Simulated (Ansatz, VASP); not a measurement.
One calculation of GaP, two programs

The input INCAR:

```
SYSTEM = GaP
ALGO = Normal ; EDIFF = 1E-6
EDIFFG = -0.02 ; ENCUT = 520
GGA = PE ; IBRION = 2
ISIF = 2 ; ISMEAR = -1
LASPH = .TRUE. ; LCHARG = .FALSE.
LREAL = .FALSE. ; LWAVE = .FALSE.
NELM = 60 ; NSW = 80
PREC = Accurate ; SIGMA = 0.02
```

KPOINTS

```
k-points
0
G
  9 9 9
  0 0 0
```

Contents of POSCAR:

```
GaP
1.0
    0.0000000000      2.7252500000      2.7252500000
    2.7252500000      0.0000000000      2.7252500000
    2.7252500000      2.7252500000      0.0000000000
Ga P
1 1
Direct
    0.0000000000      0.0000000000      0.0000000000
    0.2500000000      0.2500000000      0.2500000000
```

Input for Ansatz:

```yaml
crystal:
  lattice:
    - [0.0, 2.72525, 2.72525]
    - [2.72525, 0.0, 2.72525]
    - [2.72525, 2.72525, 0.0]
  atoms:
    - { symbol: Ga, position: [0.0, 0.0, 0.0] }
    - { symbol: P, position: [0.25, 0.25, 0.25] }
kpoints:
  mp_grid: { grid: [9, 9, 9] }
scf:
  occupations: { method: fermi_dirac, width: 0.02 }
hamiltonian:
  xc: pbe
  pseudopotentials: { kind: paw }
output:
  forces: true
  stress: true
  populations: true
  efg: { quadrupole_moments_barn: { Ga: 0.107 }, contact_densities: true }
relax:
  f_tol: 0.02
  max_steps: 60
```

Alike in both runs: task relaxation of the atoms; functional PBE; k mesh 9 × 9 × 9; occupations fermi-dirac, width 0.02 eV; no spin polarisation.

|  | VASP | Ansatz |
| --- | --- | --- |
| version | VASP 6.6.1 | Ansatz 0.2.0 |
| potentials or method | VASP PAW PBE potentials, release 64 (Ga_d, P) | plane-wave PAW, scalar-relativistic |
| plane-wave cutoff (eV) | 520 | 420 |
| valence electrons in the cell | 18 | 18 |

|  | VASP | Ansatz | Ansatz less VASP |
| --- | --- | --- | --- |
| gap on the k mesh at the Fermi level, each at its own relaxed structure (eV) | 1.60 | 1.60 | +0.001 |

Ansatz's warnings: stress scf threshold loose.

Noted on VASP's run: the relaxation stopped at its first step, so nothing moved.
